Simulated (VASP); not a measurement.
A run of VASP 6.6.1:

File INCAR:

```
ALGO = Normal
EDIFF = 1E-7
ENCUT = 520
GGA = PE
ISIF = 2
ISMEAR = 0
IVDW = 12
LASPH = True
LCHARG = False
LREAL = False
LWAVE = False
NBANDS = 26
NELM = 100
PREC = Accurate
SIGMA = 0.1
```

KPOINTS

```
k-points
0
Gamma
  6 4 4
```

The input POSCAR:

```
NaP2
1.0
    3.2766357000      0.0000000000      0.0000000000
   -1.4078808000      5.4543836000      0.0000000000
   -0.4039986000     -1.1104283000      6.8674647000
Na P
2 4
Direct
    0.1221650000      0.7891170000      0.1735600000
    0.8778350000      0.2108830000      0.8264400000
    0.6102570000      0.6765970000      0.7841050000
    0.9057920000      0.3021780000      0.4254190000
    0.3897430000      0.3234030000      0.2158950000
    0.0942080000      0.6978220000      0.5745810000
```

Potentials or basis: VASP PAW PBE potentials, release 64 (Na_pv, P).

Command:

```bash
$ cat potpaw_PBE.64/Na_pv/POTCAR potpaw_PBE.64/P/POTCAR > POTCAR
$ mpirun -np 1 vasp_std > vasp.out
```

Hardware: 1 thread of Intel(R) Xeon(R) 6975P-C (Granite Rapids), with other jobs on the host.

How long does it take, and how much memory?

It took 60 s on 1 thread of Intel(R) Xeon(R) 6975P-C (Granite Rapids), with other jobs on the host, peak memory 0.3 GiB. Counts: scf iterations 14, k points 52.
